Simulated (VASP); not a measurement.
A run of VASP 6.6.1 is set up as follows.

Contents of INCAR:

```
SYSTEM = Mo
PREC     = Accurate       ! precision mode
ENCUT    = 600            ! plane-wave cutoff, eV
EDIFF    = 1E-7           ! SCF threshold, eV
ISMEAR   = -1             ! smearing method
SIGMA    = 0.1            ! smearing width, eV
LREAL    = .False.        ! projectors in reciprocal space
LASPH    = .True.         ! aspherical terms in the spheres
NELM     = 100            ! most SCF steps
ALGO     = Normal         ! electronic algorithm
ISIF     = 3              ! what is computed and relaxed
LWAVE    = .False.        ! write WAVECAR
LCHARG   = .False.        ! write CHGCAR
GGA      = PS             ! functional
IBRION   = 2              ! ionic algorithm
NSW      = 100            ! ionic steps
EDIFFG   = -0.002         ! ionic threshold
```

File KPOINTS:

```
Automatic mesh
0
Gamma
  24 24 24
  0 0 0
```

Contents of POSCAR:

```
Mo
1.0
   -1.5734150000      1.5734150000      1.5734150000
    1.5734150000     -1.5734150000      1.5734150000
    1.5734150000      1.5734150000     -1.5734150000
Mo
1
Direct
    0.0000000000      0.0000000000      0.0000000000
```

Potentials or basis: VASP PAW PBE potentials, release 64 (Mo_sv).

Launch:

```sh
$ cat potpaw_PBE.64/Mo_sv/POTCAR > POTCAR
$ mpirun -np 1 vasp_std > vasp.out
```

(1) Predict the relaxed cell.

(2) Estimate the band gap on the k mesh.

(3) What does it give for the relaxed volume?

(4) Predict the space group after relaxing (to 0.1 Å).

Results:

(1) a = 2.712 Å, b = 2.712 Å, c = 2.712 Å, α = 109.47°, β = 109.47°, γ = 109.47°.

(2) zero (bands 7 and 8 overlap by 5.52 eV).

(3) 15.35 Å³/atom.

(4) Im-3m (No. 229).

Caveat: the PAW data sets were made with another functional, which shifts forces and pressure a little.
